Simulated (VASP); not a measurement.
# CdS (Hawleyite) (F-43m) in VASP: settings compared

CdS (Hawleyite) is run at these levels: HSE06, PBE; tasks: single point.

Everything below comes from runs of VASP 6.6.1. Logs are shortened: lines on timing, memory, paths and dates and some standing lists are left out, and cuts for length are marked.

## 1. The cell of the first run

The structure is cubic, space group F-43m (No. 216). Conventional cell: a = 5.833 Å, b = 5.833 Å, c = 5.833 Å, α = 90.00°, β = 90.00°, γ = 90.00°. Cd (site symmetry -43m) has 4 S at 2.53 Å within 3.3 Å. S (site symmetry -43m) has 4 Cd at 2.53 Å within 3.3 Å.

## 2. Single point, HSE06

File POSCAR:

```
CdS
1.0
    0.0000000000      2.9165000000      2.9165000000
    2.9165000000      0.0000000000      2.9165000000
    2.9165000000      2.9165000000      0.0000000000
Cd S
1 1
Direct
    0.0000000000      0.0000000000      0.0000000000
    0.7500000000      0.7500000000      0.7500000000
```

File INCAR.step1:

```
PREC = Accurate
ENCUT = 520
EDIFF = 1E-5
ISMEAR = 0
SIGMA = 0.01
LREAL = False
LASPH = True
NELM = 60
ALGO = Normal
ISIF = 2
LWAVE = True
LCHARG = False
NBANDS = 16
GGA = PE
```

File INCAR.step2:

```
PREC = Accurate
ENCUT = 520
EDIFF = 1E-6
ISMEAR = 0
SIGMA = 0.01
LREAL = False
LASPH = True
NELM = 60
ALGO = Normal
ISIF = 2
LWAVE = False
LCHARG = False
GGA = PE
LHFCALC = True
HFSCREEN = 0.2079
PRECFOCK = Normal
NBANDS = 16
ISTART = 1
```

File KPOINTS:

```
regular mesh
0
Gamma
  4 4 4
```

Potentials or basis: VASP PAW PBE potentials, release 64 (Cd, S).

The run is started by

```
$ cat potpaw_PBE.64/Cd/POTCAR potpaw_PBE.64/S/POTCAR > POTCAR
$ cp INCAR.step1 INCAR
$ mpirun -np 1 vasp_std > vasp.out
$ cp INCAR.step2 INCAR
$ mpirun -np 1 vasp_std > vasp.out
```

OUTCAR:

```text
PREC = Accurate
   ENCUT = 520
   EDIFF = 1E-6
   ISMEAR = 0
   LREAL = False
   LASPH = True
   NELM = 60
   ISIF = 2
   GGA = PE
   LHFCALC = True
   HFSCREEN = 0.2079
   PRECFOCK = Normal
   ISTART = 1

 ion  position               nearest neighbor table
   1  0.000  0.000  0.000-   2 2.53   2 2.53   2 2.53   2 2.53
   2  0.750  0.750  0.750-   1 2.53   1 2.53   1 2.53   1 2.53

  LATTYP: Found a face centered cubic cell.
 ALAT       =     5.8330000000

  Lattice vectors:

 A1 = (   0.0000000000,   2.9165000000,   2.9165000000)
 A2 = (   2.9165000000,   0.0000000000,   2.9165000000)
 A3 = (   2.9165000000,   2.9165000000,   0.0000000000)

Analysis of symmetry for initial positions (statically):
=====================================================================
 Subroutine PRICEL returns:
 Original cell was already a primitive cell.

 Routine SETGRP: Setting up the symmetry group for a
 face centered cubic supercell.

 Subroutine GETGRP returns: Found 24 space group operations
 (whereof 24 operations were pure point group operations)
 out of a pool of 48 trial point group operations.

The static configuration has the point symmetry T_d .

Analysis of symmetry for dynamics (positions and initial velocities):
=====================================================================
 Subroutine PRICEL returns:
 Original cell was already a primitive cell.

 Routine SETGRP: Setting up the symmetry group for a
 face centered cubic supercell.

 Subroutine GETGRP returns: Found 24 space group operations
 (whereof 24 operations were pure point group operations)
 out of a pool of 48 trial point group operations.

The dynamic configuration has the point symmetry T_d .

 Subroutine INISYM returns: Found 24 space group operations
 (whereof 24 operations are pure point group operations),
 and found     1 'primitive' translations

----------------------------------------------------------------------------------------

                                     Primitive cell

  volume of cell :      49.6153

  direct lattice vectors                    reciprocal lattice vectors
     0.000000000  2.916500000  2.916500000    -0.171438368  0.171438368  0.171438368
     2.916500000  0.000000000  2.916500000     0.171438368 -0.171438368  0.171438368
[... 74 lines left out ...]
   ISIF   =      2    stress and relaxation
   ISYM   =      3    0-nonsym 1-usesym 2-fastsym
   POTIM  = 0.5000    time-step for ionic-motion
   TEBEG  =    0.0;   TEEND  =   0.0 temperature during run
   PSTRESS=    0.0 pullay stress
   NELECT =      18.0000    total number of electrons
   NUPDOWN=      -1.0000    fix difference up-down
   EMIN   =  10.00;   EMAX   =-10.00  energy-range for DOS
   EFERMI =   0.00;   METHOD = LEGACY
   ISMEAR =     0;   SIGMA  =   0.01  broadening in eV -4-tet -1-fermi 0-gaus
   EFERMI_NEDOS =   21; number of points for ismear=-14 and -15
   IALGO  =     38    algorithm
   IMIX   =      1    mixing-type and parameters
     AMIX     =   0.40;   BMIX     =  1.00
     AMIX_MAG =   1.60;   BMIX_MAG =  1.00
  volume/ion in A,a.u.               =      24.81       167.41
  Fermi-wavevector in a.u.,A,eV,Ry     =   1.167599  2.206442 18.548649  1.363287
  Thomas-Fermi vector in A             =   2.304097
   LORBIT       =      0    0 simple, 1 ext, 2 COOP (PROOUT), +10 PAW based schemes
   GGA     = PE    functional components
   LHFCALC =     T    Hartree Fock is set to
   PRECFOCK=normal    Normal, Fast or Accurate (Low or Medium for compatibility)
   ENCUT4O =  -1.0   cutoff for four orbital integrals eV
   NKREDX  =     1    reduce k-point grid by
   NKREDY  =     1    reduce k-point grid by
   NKREDZ  =     1    reduce k-point grid by
   AEXX    =    0.2500 exact exchange contribution
   HFSCREEN=    0.2079 screening length (either q_TF or 0.3 A-1)
   HFSCREENC=   0.2079 screening length for correlation (either q_TF or 0.3 A-1)
   ENCUTFOCK=  -1.0 apply spherical cutoff to Coloumb kernel
   IVDW    =     0    specifies the selected vdW correction
   LEPSILON=     F    determine dielectric tensor
   LRPA    =     F    only Hartree local field effects (RPA)
 non-spin polarized calculation
 Gauss-broadening in eV      SIGMA  =   0.01
  energy-cutoff  :      520.00
  volume of cell :       49.62
 maximum number of plane-waves:      1363
 NGX is ok and might be reduce to    32
  NGX = 24; NGY = 24; NGZ = 24

 number of electron      18.0000004 magnetization

 Free energy of the ion-electron system (eV)
  ---------------------------------------------------
  ext. energy  EPLUGINS =         0.00000000
  ---------------------------------------------------
  free energy    TOTEN  =        -7.58649510 eV

  energy without entropy =       -7.58649510  energy(sigma->0) =       -7.58649510

 E-fermi :   0.7527     XC(G=0):  -7.5867

 val. band max:        0.6729940844   @ k =   0.0000   0.0000   0.0000
 cond. band min:       2.8549571474   @ k =   0.0000   0.0000   0.0000
 fundamental gap:      2.1819630630
 Fermi energy:         0.7526511302

 k-point     1 :       0.0000    0.0000    0.0000
  band No.  band energies     occupation
      1     -12.8783      2.00000
      2      -8.1880      2.00000
      3      -8.1880      2.00000
      4      -8.1880      2.00000
      5      -7.7048      2.00000
      6      -7.7048      2.00000
[... 129 lines left out ...]
      3      -7.9409      2.00000
      4      -7.7492      2.00000
      5      -7.6956      2.00000
      6      -7.0186      2.00000
[... 8 lines left out ...]
     15      15.2279      0.00000
     16      15.5141      0.00000

------------------------ aborting loop because EDIFF is reached ----------------------------------------

  FORCE on cell =-STRESS in cart. coord.  units (eV):
  Direction    XX          YY          ZZ          XY          YZ          ZX
  --------------------------------------------------------------------------------------
  -------------------------------------------------------------------------------------
  Total        0.6690598      0.6690598      0.6690598      0.0000000      0.0000000     -0.0000000
  in kB       21.6052656     21.6052656     21.6052656      0.0000000      0.0000000     -0.0000000
  external PRESSURE =      21.6052656 kB  Pullay stress =       0.0000000 kB

 VOLUME and BASIS-vectors are now :
 -----------------------------------------------------------------------------
  energy-cutoff  :      520.00
  volume of cell :       49.62
      direct lattice vectors                 reciprocal lattice vectors
     0.000000000  2.916500000  2.916500000    -0.171438368  0.171438368  0.171438368
     2.916500000  0.000000000  2.916500000     0.171438368 -0.171438368  0.171438368
     2.916500000  2.916500000  0.000000000     0.171438368  0.171438368 -0.171438368

 POSITION                                       TOTAL-FORCE (eV/Angst)
 -----------------------------------------------------------------------------------
      0.00000      0.00000      0.00000        -0.000000     -0.000000     -0.000000
      4.37475      4.37475      4.37475         0.000000      0.000000      0.000000
 -----------------------------------------------------------------------------------
    total drift:                               -0.000101     -0.000113     -0.000066

  FREE ENERGIE OF THE ION-ELECTRON SYSTEM (eV)
  ---------------------------------------------------
  free  energy   TOTEN  =        -7.5864951035 eV

  energy  without entropy=       -7.5864951035  energy(sigma->0) =       -7.58649510
```

OUTCAR.step1:

```text
PREC = Accurate
   ENCUT = 520
   EDIFF = 1E-5
   ISMEAR = 0
   LREAL = False
[... 356 lines left out ...]
      0.00000      0.00000      0.00000         0.000000      0.000000      0.000000
      4.37475      4.37475      4.37475        -0.000000     -0.000000     -0.000000
 -----------------------------------------------------------------------------------
    total drift:                                0.000000      0.000000      0.000000

  FREE ENERGIE OF THE ION-ELECTRON SYSTEM (eV)
  ---------------------------------------------------
  free  energy   TOTEN  =        -6.0879073011 eV

  energy  without entropy=       -6.0879073011  energy(sigma->0) =       -6.08790730
```

OSZICAR.step1:

```text
N       E                     dE             d eps       ncg     rms          rms(c)
DAV:   1     0.110957965668E+03    0.11096E+03   -0.92024E+03   280   0.103E+03
DAV:   2    -0.235092860026E+01   -0.11331E+03   -0.10761E+03   304   0.260E+02
DAV:   3    -0.662211062454E+01   -0.42712E+01   -0.42616E+01   336   0.516E+01
DAV:   4    -0.664677294149E+01   -0.24662E-01   -0.24659E-01   304   0.395E+00
DAV:   5    -0.664707792282E+01   -0.30498E-03   -0.30498E-03   336   0.414E-01    0.811E+00
DAV:   6    -0.610817606390E+01    0.53890E+00   -0.83448E-01   360   0.116E+01    0.653E+00
DAV:   7    -0.608719591737E+01    0.20980E-01   -0.20912E-01   304   0.312E+00    0.317E+00
DAV:   8    -0.608777136752E+01   -0.57545E-03   -0.19934E-02   280   0.179E+00    0.317E-01
DAV:   9    -0.608770129099E+01    0.70077E-04   -0.24631E-03   272   0.738E-01    0.604E-02
DAV:  10    -0.608782386901E+01   -0.12258E-03   -0.27321E-04   288   0.180E-01    0.687E-02
DAV:  11    -0.608791698691E+01   -0.93118E-04   -0.14895E-04   272   0.101E-01    0.215E-02
DAV:  12    -0.608790730109E+01    0.96858E-05   -0.30811E-05   336   0.737E-02
   1 F= -.60879073E+01 E0= -.60879073E+01  d E =-.847189E-45
```

It used 810 s of CPU time on 1 thread of AMD EPYC 7R13 Processor (Zen 3) (shared host).

Results:

```yaml
Free_energy: -7.5865 eV
Pressure: 2.2 GPa
Band_gap_on_the_k_mesh: 2.18 eV, direct
```

Caveat: the k points lie up to 0.47 Å⁻¹ apart; the PAW data sets were made with another functional, which shifts forces and pressure a little.

## 3. Single point, PBE

File INCAR:

```
PREC = Accurate
ENCUT = 500
EDIFF = 1E-6
ISMEAR = 0
SIGMA = 0.01
LREAL = False
LASPH = True
NELM = 120
ALGO = Normal
ISIF = 2
LWAVE = False
LCHARG = True
GGA = PE
LELF = True
LVHAR = True
NBANDS = 16
GGA_COMPAT = False
```

File KPOINTS:

```
Automatic mesh
0
Gamma
  4 4 4
```

POSCAR is that of step 2.

Potentials or basis: VASP PAW PBE potentials, release 64 (Cd, S).

The run is started by

```
$ cat potpaw_PBE.64/Cd/POTCAR potpaw_PBE.64/S/POTCAR > POTCAR
$ mpirun -np 1 vasp_std > vasp.out
```

It took 8.9 s on 1 thread of AMD EPYC 7R43 (Zen 3), shared host; peak memory 0.13 GiB.

The run converged. Its results:

| Quantity | Value |
| --- | --- |
| Free energy | -6.0878 eV |
| Pressure | 3.4 GPa |
| Band gap on the k mesh | 1.14 eV, direct |

Levels at points of the mesh, in eV from the valence-band top:
```csv
k point,band 5,band 6,band 7,band 8,band 9,band 10,band 11,band 12,band 13,band 14
"(0.00, 0.00, 0.00)",-7.27,-7.27,0.00,0.00,0.00,1.14,6.53,6.53,6.53,11.43
"(0.50, 0.00, 0.00)",-7.23,-6.89,-4.41,-0.75,-0.75,3.00,7.00,7.00,7.47,11.08
"(0.50, 0.50, 0.00)",-7.18,-6.82,-3.96,-1.88,-1.88,3.54,4.34,9.23,10.77,10.77
```

Caveat: the k points lie up to 0.47 Å⁻¹ apart. Expect the measured gap to be larger: semilocal functionals such as PBE lack the derivative discontinuity.

## 4. Single point, PBE

Changes to INCAR since step 3:

```diff
@@ -3,4 +3,4 @@
 EDIFF = 1E-6
-ISMEAR = 0
-SIGMA = 0.01
+ISMEAR = -1
+SIGMA = 0.02
 LREAL = False
```

File KPOINTS:

```
regular mesh
0
Gamma
  8 8 8
```

POSCAR is that of step 3.

Potentials or basis: VASP PAW PBE potentials, release 64 (Cd, S).

The run is started by

```
$ cat potpaw_PBE.64/Cd/POTCAR potpaw_PBE.64/S/POTCAR > POTCAR
$ mpirun -np 1 vasp_std > vasp.out
```

OUTCAR:

```text
PREC = Accurate
   ENCUT = 500
   EDIFF = 1E-6
   ISMEAR = -1
   LREAL = False
   LASPH = True
   NELM = 120
   ISIF = 2
   GGA = PE

 ion  position               nearest neighbor table
   1  0.000  0.000  0.000-   2 2.53   2 2.53   2 2.53   2 2.53
   2  0.750  0.750  0.750-   1 2.53   1 2.53   1 2.53   1 2.53

  LATTYP: Found a face centered cubic cell.
 ALAT       =     5.8330000000

  Lattice vectors:

 A1 = (   0.0000000000,   2.9165000000,   2.9165000000)
 A2 = (   2.9165000000,   0.0000000000,   2.9165000000)
 A3 = (   2.9165000000,   2.9165000000,   0.0000000000)

Analysis of symmetry for initial positions (statically):
=====================================================================
 Subroutine PRICEL returns:
 Original cell was already a primitive cell.

 Routine SETGRP: Setting up the symmetry group for a
 face centered cubic supercell.

 Subroutine GETGRP returns: Found 24 space group operations
 (whereof 24 operations were pure point group operations)
 out of a pool of 48 trial point group operations.

The static configuration has the point symmetry T_d .

Analysis of symmetry for dynamics (positions and initial velocities):
=====================================================================
 Subroutine PRICEL returns:
 Original cell was already a primitive cell.

 Routine SETGRP: Setting up the symmetry group for a
 face centered cubic supercell.

 Subroutine GETGRP returns: Found 24 space group operations
 (whereof 24 operations were pure point group operations)
 out of a pool of 48 trial point group operations.

The dynamic configuration has the point symmetry T_d .

 Subroutine INISYM returns: Found 24 space group operations
 (whereof 24 operations are pure point group operations),
 and found     1 'primitive' translations

[... 105 lines left out ...]
   NELECT =      18.0000    total number of electrons
   NUPDOWN=      -1.0000    fix difference up-down
   EMIN   =  10.00;   EMAX   =-10.00  energy-range for DOS
   EFERMI =   0.00;   METHOD = LEGACY
   ISMEAR =    -1;   SIGMA  =   0.02  broadening in eV -4-tet -1-fermi 0-gaus
   EFERMI_NEDOS =   21; number of points for ismear=-14 and -15
   IALGO  =     38    algorithm
   IMIX   =      4    mixing-type and parameters
     AMIX     =   0.40;   BMIX     =  1.00
     AMIX_MAG =   1.60;   BMIX_MAG =  1.00
  volume/ion in A,a.u.               =      24.81       167.41
  Fermi-wavevector in a.u.,A,eV,Ry     =   1.167599  2.206442 18.548649  1.363287
  Thomas-Fermi vector in A             =   2.304097
   LORBIT       =      0    0 simple, 1 ext, 2 COOP (PROOUT), +10 PAW based schemes
   GGA     = PE    functional components
   LHFCALC =     F    Hartree Fock is set to
   AEXX    =    0.0000 exact exchange contribution
   IVDW    =     0    specifies the selected vdW correction
   LEPSILON=     F    determine dielectric tensor
   LRPA    =     F    only Hartree local field effects (RPA)
 non-spin polarized calculation
  energy-cutoff  :      500.00
  volume of cell :       49.62
 maximum number of plane-waves:      1283
   NGX = 15   NGY = 15   NGZ = 15

 number of electron      18.0000003 magnetization

 Free energy of the ion-electron system (eV)
  ---------------------------------------------------
  ext. energy  EPLUGINS =         0.00000000
  ---------------------------------------------------
  free energy    TOTEN  =        -6.12118850 eV

  energy without entropy =       -6.12118850  energy(sigma->0) =       -6.12118850

 E-fermi :   1.7009     XC(G=0):  -9.1497

 val. band max:        1.3144907685   @ k =   0.0000   0.0000   0.0000
 cond. band min:       2.4640986285   @ k =   0.0000   0.0000   0.0000
 fundamental gap:      1.1496078600
 Fermi energy:         1.7008807722

 k-point     1 :       0.0000    0.0000    0.0000
  band No.  band energies     occupation
      1     -11.0554      2.00000
      2      -6.4138      2.00000
      3      -6.4138      2.00000
      4      -6.4138      2.00000
      5      -5.9339      2.00000
      6      -5.9339      2.00000
[... 433 lines left out ...]
      3      -6.2116      2.00000
      4      -5.9596      2.00000
      5      -5.9071      2.00000
      6      -5.4397      2.00000
[... 8 lines left out ...]
     15      13.6170      0.00000
     16      14.4857      0.00000

 [... further k-points ...]
[... 5 lines left out ...]
  --------------------------------------------------------------------------------------
  -------------------------------------------------------------------------------------
  Total        0.9905691      0.9905691      0.9905691     -0.0000000      0.0000000     -0.0000000
  in kB       31.9874346     31.9874346     31.9874346     -0.0000000      0.0000000     -0.0000000
  external PRESSURE =      31.9874346 kB  Pullay stress =       0.0000000 kB

 VOLUME and BASIS-vectors are now :
 -----------------------------------------------------------------------------
  energy-cutoff  :      500.00
  volume of cell :       49.62
      direct lattice vectors                 reciprocal lattice vectors
     0.000000000  2.916500000  2.916500000    -0.171438368  0.171438368  0.171438368
     2.916500000  0.000000000  2.916500000     0.171438368 -0.171438368  0.171438368
     2.916500000  2.916500000  0.000000000     0.171438368  0.171438368 -0.171438368

 POSITION                                       TOTAL-FORCE (eV/Angst)
 -----------------------------------------------------------------------------------
      0.00000      0.00000      0.00000         0.000000      0.000000      0.000000
      4.37475      4.37475      4.37475        -0.000000     -0.000000     -0.000000
 -----------------------------------------------------------------------------------
    total drift:                                0.000000      0.000000      0.000000

  FREE ENERGIE OF THE ION-ELECTRON SYSTEM (eV)
  ---------------------------------------------------
  free  energy   TOTEN  =        -6.1211885014 eV

  energy  without entropy=       -6.1211885014  energy(sigma->0) =       -6.12118850
```

stdout:

```text
POSCAR found type information on POSCAR CdS
 POSCAR found :  2 types and       2 ions
 scaLAPACK will be used
 LDA part: xc-table for (Slater+PW92), standard interpolation
 POSCAR, INCAR and KPOINTS ok, starting setup
 FFT: planning ... GRIDC
 FFT: planning ... GRID_SOFT
 FFT: planning ... GRID
 WAVECAR not read
 entering main loop
```

Run time: 23 s. Hardware: 1 thread of AMD EPYC 7R43 (Zen 3), shared host; peak memory 0.14 GiB.

What came out:

```
Free energy            : -6.1212 eV
Pressure               : 3.2 GPa
Band gap on the k mesh : 1.15 eV, direct
```

PBE gaps usually lie below the measured ones, often by a third to a half.

## 5. Summary

| level | k mesh | cutoff (eV) | smearing | grid for exact exchange (PRECFOCK) | screening parameter | gap on the mesh (eV) | pressure (GPa) |
| --- | --- | --- | --- | --- | --- | --- | --- |
| HSE06 | 4 × 4 × 4 | 520 | gaussian 0.01 eV | Normal | 0.2079 1/Å | 2.18 | 2.2 |
| PBE | 4 × 4 × 4 | 500 | gaussian 0.01 eV | - | - | 1.14 | 3.4 |
| PBE | 8 × 8 × 8 | 500 | fermi-dirac 0.02 eV | - | - | 1.15 | 3.2 |

Alike in all rows: task single point; potentials or basis VASP PAW PBE potentials, release 64 (Cd, S); no spin polarisation; cell as given.

Caveats: some runs use coarse meshes; the PAW data sets were made with another functional, which shifts forces and pressure a little (some runs).

Absolute energies hang on the potentials; compare differences alone.
